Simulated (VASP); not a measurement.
Set up this calculation in VASP 6.6.1, as the native input.

```
Task                   : single point
Functional             : LDA
Potentials or basis    : VASP PAW LDA potentials, release 64 (Rh_pv)
Cutoff                 : 520 eV
k mesh                 : 3 × 3 × 2
Occupations            : methfessel-paxton, width 0.1 eV
Spin                   : no spin polarisation
Dipole correction      : no
Further INCAR settings : ALGO = Normal; EDIFF = 1e-07; NBANDS = 22
```

The structure of Rh lies in POSCAR:

```
Rh
1.0
    2.7309790000      0.0000000000      0.0000000000
   -1.3654900000      2.3650970000      0.0000000000
    0.0000000000      0.0000000000      4.4284890000
Rh
2
Direct
    0.6666666667      0.3333333333      0.7500000000
    0.3333333333      0.6666666667      0.2500000000
```

These files were run (other wordings do the same):

INCAR

```
SYSTEM = Rh
ALGO     = Normal         ! electronic algorithm
EDIFF    = 1E-7           ! SCF threshold, eV
ENCUT    = 520            ! plane-wave cutoff, eV
GGA      = CA             ! functional
ISIF     = 2              ! what is computed and relaxed
ISMEAR   = 1              ! smearing method
LASPH    = .True.         ! aspherical terms in the spheres
LCHARG   = .True.         ! write CHGCAR
LELF     = .True.         ! ELF
LREAL    = .False.        ! projectors in reciprocal space
LVHAR    = .True.       
LWAVE    = .False.        ! write WAVECAR
NBANDS   = 22             ! bands
NELM     = 80             ! most SCF steps
PREC     = Accurate       ! precision mode
SIGMA    = 0.1            ! smearing width, eV
```

KPOINTS

```
k-points
0
Gamma
  3 3 2
  0 0 0
```

Potentials or basis: VASP PAW LDA potentials, release 64 (Rh_pv).

Run with:

```console
$ cat potpaw_LDA.64/Rh_pv/POTCAR > POTCAR
$ mpirun -np 1 vasp_std > vasp.out
```

Results of the run:

The pressure is -9.6 GPa. The band gap on the k mesh is zero (band 15 reaches 11.21 eV, above the bottom of band 16 at 10.61 eV).

Caveat: the k points lie up to 0.89 Å⁻¹ apart.

Wall time 8.7 s on 1 thread of Intel Xeon 8259CL, with other jobs on the host, peak memory 0.12 GiB.
